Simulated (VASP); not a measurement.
A run of VASP 6.6.1 is set up as follows.

INCAR

```
PREC = Accurate
ENCUT = 520
EDIFF = 1E-6
ISMEAR = 0
SIGMA = 0.1
LREAL = False
LASPH = True
NELM = 100
ALGO = Normal
ISIF = 2
LWAVE = False
LCHARG = False
GGA = PE
NBANDS = 46
```

File KPOINTS:

```
Automatic mesh
0
Gamma
  6 6 6
```

The input POSCAR:

```
Sr3Ti2O3
1.0
    6.6354144519      0.0000000000      0.0000000000
   -3.3177072260      5.7464374800      0.0000000000
    0.0000000000      0.0000000000      5.2416934717
Sr Ti O
3 2 3
Direct
    0.3422812653      0.0000000000      0.5000000000
    0.6577187347      0.6577187347      0.5000000000
    0.0000000000      0.3422812653      0.5000000000
    0.3333333333      0.6666666667      0.0000000000
    0.6666666667      0.3333333333      0.0000000000
    0.4494469852      0.0000000000      0.0000000000
    0.5505530148      0.5505530148      0.0000000000
    0.0000000000      0.4494469852      0.0000000000
```

Potentials or basis: VASP PAW PBE potentials, release 64 (Sr_sv, Ti_sv, O).

Launch:

```sh
$ cat potpaw_PBE.64/Sr_sv/POTCAR potpaw_PBE.64/Ti_sv/POTCAR potpaw_PBE.64/O/POTCAR > POTCAR
$ mpirun -np 1 vasp_std > vasp.out
```

Task: Estimate the band gap on the k mesh.

Result: Zero (bands 36 and 37 overlap by 0.48 eV).

Task: Estimate the largest force.

Result: 0.011 eV/Å.

Task: Predict the pressure.

Result: 0.2 GPa.

Forces in eV/Å, atoms in the order of the input:
```
Sr  -0.011  0.000  0.000
Sr   0.005  0.009  0.000
Sr   0.005 -0.009  0.000
Ti   0.000  0.000  0.000
Ti   0.000  0.000  0.000
O   -0.005  0.000  0.000
O    0.003  0.005  0.000
O    0.003 -0.005  0.000
```
